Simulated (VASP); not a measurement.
# BeS (Fm-3m) in VASP: notebook

Runs on BeS. Level: HSE06. Tasks: single point.

Program: VASP 6.6.1. These are calculated values, not measurements. Logs are shortened: lines on timing, memory, paths and dates and some standing lists are left out, and cuts for length are marked.

## Step 1: The cell of the first run

The structure is cubic, space group Fm-3m (No. 225). The conventional cell has a = 4.635 Å, b = 4.635 Å, c = 4.635 Å, α = 90.00°, β = 90.00°, γ = 90.00°. Within 3.1 Å of Be (site symmetry m-3m) lie 6 S at 2.32 Å. Within 3.1 Å of S (site symmetry m-3m) lie 6 Be at 2.32 Å.

## Step 2: Single point, HSE06

File POSCAR:

```
BeS
1.0
    0.0000000000      2.3172971969      2.3172971969
    2.3172971969      0.0000000000      2.3172971969
    2.3172971969      2.3172971969      0.0000000000
Be S
1 1
Direct
    0.0000000000      0.0000000000      0.0000000000
    0.5000000000      0.5000000000      0.5000000000
```

File INCAR.step1:

```
PREC = Accurate
ENCUT = 520
EDIFF = 1E-5
ISMEAR = 0
SIGMA = 0.01
LREAL = F
LASPH = T
NELM = 100
ALGO = Normal
ISIF = 2
LWAVE = T
LCHARG = F
NBANDS = 11
GGA = PE
```

File INCAR.step2:

```
PREC = Accurate
ENCUT = 520
EDIFF = 1E-7
ISMEAR = 0
SIGMA = 0.01
LREAL = F
LASPH = T
NELM = 100
ALGO = Normal
ISIF = 2
LWAVE = F
LCHARG = F
GGA = PE
LHFCALC = T
HFSCREEN = 0.2079
PRECFOCK = Normal
NBANDS = 11
ISTART = 1
```

File KPOINTS:

```
Automatic mesh
0
Gamma
  6 6 6
```

Potentials or basis: VASP PAW PBE potentials, release 64 (Be, S).

Started as:

```
$ cat potpaw_PBE.64/Be/POTCAR potpaw_PBE.64/S/POTCAR > POTCAR
$ cp INCAR.step1 INCAR
$ mpirun -np 1 vasp_std > vasp.out
$ cp INCAR.step2 INCAR
$ mpirun -np 1 vasp_std > vasp.out
```

OUTCAR:

```text
PREC = Accurate
   ENCUT = 520
   EDIFF = 1E-7
   ISMEAR = 0
   LREAL = F
   LASPH = T
   NELM = 100
   ISIF = 2
   GGA = PE
   LHFCALC = T
   HFSCREEN = 0.2079
   PRECFOCK = Normal
   ISTART = 1

 ion  position               nearest neighbor table
   1  0.000  0.000  0.000-   2 2.32   2 2.32   2 2.32   2 2.32   2 2.32   2 2.32
   2  0.500  0.500  0.500-   1 2.32   1 2.32   1 2.32   1 2.32   1 2.32   1 2.32

  LATTYP: Found a face centered cubic cell.
 ALAT       =     4.6345943938

  Lattice vectors:

 A1 = (   0.0000000000,   2.3172971969,   2.3172971969)
 A2 = (   2.3172971969,   0.0000000000,   2.3172971969)
 A3 = (   2.3172971969,   2.3172971969,   0.0000000000)

Analysis of symmetry for initial positions (statically):
=====================================================================
 Subroutine PRICEL returns:
 Original cell was already a primitive cell.

 Routine SETGRP: Setting up the symmetry group for a
 face centered cubic supercell.

 Subroutine GETGRP returns: Found 48 space group operations
 (whereof 48 operations were pure point group operations)
 out of a pool of 48 trial point group operations.

The static configuration has the point symmetry O_h .

Analysis of symmetry for dynamics (positions and initial velocities):
=====================================================================
 Subroutine PRICEL returns:
 Original cell was already a primitive cell.

 Routine SETGRP: Setting up the symmetry group for a
 face centered cubic supercell.

 Subroutine GETGRP returns: Found 48 space group operations
 (whereof 48 operations were pure point group operations)
 out of a pool of 48 trial point group operations.

The dynamic configuration has the point symmetry O_h .

 Subroutine INISYM returns: Found 48 space group operations
 (whereof 48 operations are pure point group operations),
 and found     1 'primitive' translations

----------------------------------------------------------------------------------------

                                     Primitive cell

  volume of cell :      24.8872

  direct lattice vectors                    reciprocal lattice vectors
     0.000000000  2.317297197  2.317297197    -0.215768612  0.215768612  0.215768612
     2.317297197  0.000000000  2.317297197     0.215768612 -0.215768612  0.215768612
     2.317297197  2.317297197  0.000000000     0.215768612  0.215768612 -0.215768612

  length of vectors
[... 88 lines left out ...]
   ISMEAR =     0;   SIGMA  =   0.01  broadening in eV -4-tet -1-fermi 0-gaus
   EFERMI_NEDOS =   21; number of points for ismear=-14 and -15
   IALGO  =     38    algorithm
   IMIX   =      1    mixing-type and parameters
     AMIX     =   0.40;   BMIX     =  1.00
     AMIX_MAG =   1.60;   BMIX_MAG =  1.00
  volume/ion in A,a.u.               =      12.44        83.97
  Fermi-wavevector in a.u.,A,eV,Ry     =   1.121450  2.119232 17.111356  1.257649
  Thomas-Fermi vector in A             =   2.258103
   LORBIT       =      0    0 simple, 1 ext, 2 COOP (PROOUT), +10 PAW based schemes
   GGA     = PE    functional components
   LHFCALC =     T    Hartree Fock is set to
   PRECFOCK=normal    Normal, Fast or Accurate (Low or Medium for compatibility)
   ENCUT4O =  -1.0   cutoff for four orbital integrals eV
   NKREDX  =     1    reduce k-point grid by
   NKREDY  =     1    reduce k-point grid by
   NKREDZ  =     1    reduce k-point grid by
   AEXX    =    0.2500 exact exchange contribution
   HFSCREEN=    0.2079 screening length (either q_TF or 0.3 A-1)
   HFSCREENC=   0.2079 screening length for correlation (either q_TF or 0.3 A-1)
   ENCUTFOCK=  -1.0 apply spherical cutoff to Coloumb kernel
   IVDW    =     0    specifies the selected vdW correction
   LEPSILON=     F    determine dielectric tensor
   LRPA    =     F    only Hartree local field effects (RPA)
 non-spin polarized calculation
 Gauss-broadening in eV      SIGMA  =   0.01
  energy-cutoff  :      520.00
  volume of cell :       24.89
 maximum number of plane-waves:       692
  NGX = 20; NGY = 20; NGZ = 20

 number of electron       7.9999998 magnetization

 Free energy of the ion-electron system (eV)
  ---------------------------------------------------
  ext. energy  EPLUGINS =         0.00000000
  ---------------------------------------------------
  free energy    TOTEN  =       -10.16805833 eV

  energy without entropy =      -10.16805833  energy(sigma->0) =      -10.16805833

 E-fermi :   6.1177     XC(G=0):  -8.7676

 val. band max:        6.0660753269   @ k =  -0.1667   0.1667   0.0000
 cond. band min:       7.8073568046   @ k =   0.5000   0.5000   0.0000
 fundamental gap:      1.7412814777
 Fermi energy:         6.1177099774

 k-point     1 :       0.0000    0.0000    0.0000
  band No.  band energies     occupation
      1     -10.5669      2.00000
      2       5.7482      2.00000
      3       5.7482      2.00000
      4       5.7482      2.00000
      5      12.5039      0.00000
      6      16.0143      0.00000
      7      16.0143      0.00000
      8      16.0143      0.00000
      9      17.1131      0.00000
     10      17.1131      0.00000
     11      17.1131      0.00000
[... 197 lines left out ...]
 k-point    16 :      -0.3333    0.5000    0.1667
  band No.  band energies     occupation
      1      -6.9093      2.00000
      2      -0.6687      2.00000
      3       1.1701      2.00000
      4       1.9729      2.00000
      5      10.1181      0.00000
      6      14.0233      0.00000
      7      15.0099      0.00000
      8      19.1208      0.00000
      9      20.1053      0.00000
     10      22.2934      0.00000
     11      25.9488      0.00000

------------------------ aborting loop because EDIFF is reached ----------------------------------------

  FORCE on cell =-STRESS in cart. coord.  units (eV):
  Direction    XX          YY          ZZ          XY          YZ          ZX
  --------------------------------------------------------------------------------------
  -------------------------------------------------------------------------------------
  Total       -0.3049087     -0.3049087     -0.3049087      0.0000000      0.0000000     -0.0000000
  in kB      -19.6293149    -19.6293149    -19.6293149      0.0000000      0.0000000     -0.0000000
  external PRESSURE =     -19.6293149 kB  Pullay stress =       0.0000000 kB

 VOLUME and BASIS-vectors are now :
 -----------------------------------------------------------------------------
  energy-cutoff  :      520.00
  volume of cell :       24.89
      direct lattice vectors                 reciprocal lattice vectors
     0.000000000  2.317297197  2.317297197    -0.215768612  0.215768612  0.215768612
     2.317297197  0.000000000  2.317297197     0.215768612 -0.215768612  0.215768612
     2.317297197  2.317297197  0.000000000     0.215768612  0.215768612 -0.215768612

 POSITION                                       TOTAL-FORCE (eV/Angst)
 -----------------------------------------------------------------------------------
      0.00000      0.00000      0.00000         0.000000      0.000000      0.000000
      2.31730      2.31730      2.31730        -0.000000     -0.000000     -0.000000
 -----------------------------------------------------------------------------------
    total drift:                               -0.000000     -0.000000     -0.000000

  FREE ENERGIE OF THE ION-ELECTRON SYSTEM (eV)
  ---------------------------------------------------
  free  energy   TOTEN  =       -10.1680583338 eV

  energy  without entropy=      -10.1680583338  energy(sigma->0) =      -10.16805833
```

Run time: 11 min. Hardware: 1 thread of Intel Xeon 6975P-C, shared host; peak memory 0.24 GiB.

Results:

```
Free energy            : -10.1681 eV
Pressure               : -2.0 GPa
Band gap on the k mesh : 1.74 eV, indirect (least direct gap 5.20 eV)
```

Levels at points of the mesh, in eV from the valence-band top:
```csv
k point,band 1,band 2,band 3,band 4,band 5,band 6,band 7,band 8
"(0.00, 0.00, 0.00)",-16.63,-0.32,-0.32,-0.32,6.44,9.95,9.95,9.95
"(0.50, 0.00, 0.00)",-14.15,-7.95,-0.55,-0.55,4.94,4.94,5.13,11.61
"(0.50, 0.50, 0.00)",-13.00,-7.42,-3.46,-3.46,1.74,5.20,13.39,13.39
```

Caveat: the PAW data sets were made with another functional, which shifts forces and pressure a little. A k mesh can miss the band edges.

## Step 3: Single point, HSE06 (strain +0.5%)

File POSCAR:

```
BeS
1.0
    0.0000000000      2.3288836829      2.3288836829
    2.3288836829      0.0000000000      2.3288836829
    2.3288836829      2.3288836829      0.0000000000
Be S
1 1
Direct
    0.0000000000      0.0000000000      0.0000000000
    0.5000000000      0.5000000000      0.5000000000
```

File INCAR.step1:

```
SYSTEM = BeS
ALGO     = Normal         ! electronic algorithm
EDIFF    = 1E-5           ! SCF threshold, eV
ENCUT    = 520            ! plane-wave cutoff, eV
GGA      = PE             ! functional
ISIF     = 2              ! what is computed and relaxed
ISMEAR   = 0              ! smearing method
LASPH    = .True.         ! aspherical terms in the spheres
LCHARG   = .False.        ! write CHGCAR
LREAL    = .False.        ! projectors in reciprocal space
LWAVE    = .True.         ! write WAVECAR
NBANDS   = 11             ! bands
NELM     = 100            ! most SCF steps
PREC     = Accurate       ! precision mode
SIGMA    = 0.01           ! smearing width, eV
```

File INCAR.step2:

```
SYSTEM = BeS
ALGO     = Normal         ! electronic algorithm
EDIFF    = 1E-6           ! SCF threshold, eV
ENCUT    = 520            ! plane-wave cutoff, eV
GGA      = PE             ! functional
HFSCREEN = 0.2079         ! screening, 1/A
ISIF     = 2              ! what is computed and relaxed
ISMEAR   = 0              ! smearing method
ISTART   = 1            
LASPH    = .True.         ! aspherical terms in the spheres
LCHARG   = .False.        ! write CHGCAR
LHFCALC  = .True.         ! exact exchange
LREAL    = .False.        ! projectors in reciprocal space
LWAVE    = .False.        ! write WAVECAR
NBANDS   = 11             ! bands
NELM     = 100            ! most SCF steps
PREC     = Accurate       ! precision mode
PRECFOCK = Normal       
SIGMA    = 0.01           ! smearing width, eV
```

File KPOINTS:

```
k-points
0
Gamma
  6 6 6
  0 0 0
```

Potentials or basis: VASP PAW PBE potentials, release 64 (Be, S).

Started as:

```
$ cat potpaw_PBE.64/Be/POTCAR potpaw_PBE.64/S/POTCAR > POTCAR
$ cp INCAR.step1 INCAR
$ mpirun -np 1 vasp_std > vasp.out
$ cp INCAR.step2 INCAR
$ mpirun -np 1 vasp_std > vasp.out
```

Wall time 7.6 min (1 thread of Intel Xeon 6975P-C, shared host); peak memory 0.24 GiB.

Results (log left out):

```
Free energy            : -10.1617 eV
Pressure               : -3.5 GPa
Band gap on the k mesh : 1.73 eV, indirect (least direct gap 5.12 eV)
```

Levels at points of the mesh, in eV from the valence-band top:
```csv
k point,band 1,band 2,band 3,band 4,band 5,band 6,band 7,band 8
"(0.00, 0.00, 0.00)",-16.49,-0.31,-0.31,-0.31,6.26,9.96,9.96,9.96
"(0.50, 0.00, 0.00)",-14.06,-7.83,-0.53,-0.53,4.97,4.97,5.10,11.46
"(0.50, 0.50, 0.00)",-12.96,-7.29,-3.39,-3.39,1.73,5.27,13.25,13.25
```

Caveat: the cell differs from its parent crystal (strain +0.5%); the PAW data sets were made with another functional, which shifts forces and pressure a little.

## Step 4: Single point, HSE06 (strain +3.0%)

File POSCAR:

```
BeS
1.0
    0.0000000000      2.3868161129      2.3868161129
    2.3868161129      0.0000000000      2.3868161129
    2.3868161129      2.3868161129      0.0000000000
Be S
1 1
Direct
    0.0000000000      0.0000000000      0.0000000000
    0.5000000000      0.5000000000      0.5000000000
```

File INCAR.step1:

```
SYSTEM = BeS
ALGO     = Normal         ! electronic algorithm
EDIFF    = 1E-5           ! SCF threshold, eV
ENCUT    = 520            ! plane-wave cutoff, eV
GGA      = PE             ! functional
ISIF     = 2              ! what is computed and relaxed
ISMEAR   = 0              ! smearing method
LASPH    = .TRUE.         ! aspherical terms in the spheres
LREAL    = .FALSE.        ! projectors in reciprocal space
LWAVE    = .TRUE.         ! write WAVECAR
NBANDS   = 11             ! bands
NELM     = 80             ! most SCF steps
PREC     = Accurate       ! precision mode
SIGMA    = 0.01           ! smearing width, eV
```

File INCAR.step2:

```
SYSTEM = BeS
ALGO     = Normal         ! electronic algorithm
EDIFF    = 1E-6           ! SCF threshold, eV
ENCUT    = 520            ! plane-wave cutoff, eV
GGA      = PE             ! functional
HFSCREEN = 0.2079         ! screening, 1/A
ISIF     = 2              ! what is computed and relaxed
ISMEAR   = 0              ! smearing method
ISTART   = 1            
LASPH    = .TRUE.         ! aspherical terms in the spheres
LCHARG   = .TRUE.         ! write CHGCAR
LELF     = .TRUE.         ! ELF
LHFCALC  = .TRUE.         ! exact exchange
LREAL    = .FALSE.        ! projectors in reciprocal space
LVHAR    = .TRUE.       
LWAVE    = .FALSE.        ! write WAVECAR
NBANDS   = 11             ! bands
NELM     = 80             ! most SCF steps
PREC     = Accurate       ! precision mode
PRECFOCK = Normal       
SIGMA    = 0.01           ! smearing width, eV
```

File KPOINTS:

```
k-points
0
G
  6 6 6
  0 0 0
```

Started as:

```
$ cat potpaw_PBE.64/Be/POTCAR potpaw_PBE.64/S/POTCAR > POTCAR
$ cp INCAR.step1 INCAR
$ mpirun -np 1 vasp_std > vasp.out
$ cp INCAR.step2 INCAR
$ mpirun -np 1 vasp_std > vasp.out
```

It took 7.4 min on 1 thread of Intel Xeon 6975P-C, shared host; peak memory 0.26 GiB.

The run converged. Its results:

| Item | Value |
| --- | --- |
| Free energy | -10.0780 eV |
| Pressure | -10.0 GPa |
| Band gap on the k mesh | 1.67 eV, indirect (least direct gap 4.75 eV) |

Levels at points of the mesh, in eV from the valence-band top:
| k point | band 1 | band 2 | band 3 | band 4 | band 5 | band 6 | band 7 | band 8 | band 9 |
| --- | --- | --- | --- | --- | --- | --- | --- | --- | --- |
| (0.00, 0.00, 0.00) | -15.84 | -0.28 | -0.28 | -0.28 | 5.42 | 10.03 | 10.03 | 10.03 | 10.56 |
| (0.50, 0.00, 0.00) | -13.67 | -7.25 | -0.48 | -0.48 | 4.95 | 5.07 | 5.07 | 10.75 | 16.43 |
| (0.50, 0.50, 0.00) | -12.73 | -6.67 | -3.08 | -3.08 | 1.67 | 5.57 | 12.56 | 12.56 | 14.18 |

Caveat: the cell differs from its parent crystal (strain +3.0%); the PAW data sets were made with another functional, which shifts forces and pressure a little. A k mesh can miss the band edges.

## Step 5: Overview

```tsv
cell	gap on the mesh (eV)	pressure (GPa)
a = 3.277 Å, angles 60.0°, 2 atoms	1.74	-2.0
a = 3.294 Å, angles 60.0°, 2 atoms	1.73	-3.5
a = 3.375 Å, angles 60.0°, 2 atoms	1.67	-10.0
```

Alike in all rows: task single point; level HSE06; potentials or basis VASP PAW PBE potentials, release 64 (Be, S); no spin polarisation; k mesh 6 × 6 × 6; cutoff (eV) 520; smearing gaussian 0.01 eV.

Caveats: the PAW data sets were made with another functional, which shifts forces and pressure a little.

Absolute energies hang on the potentials; compare differences alone.
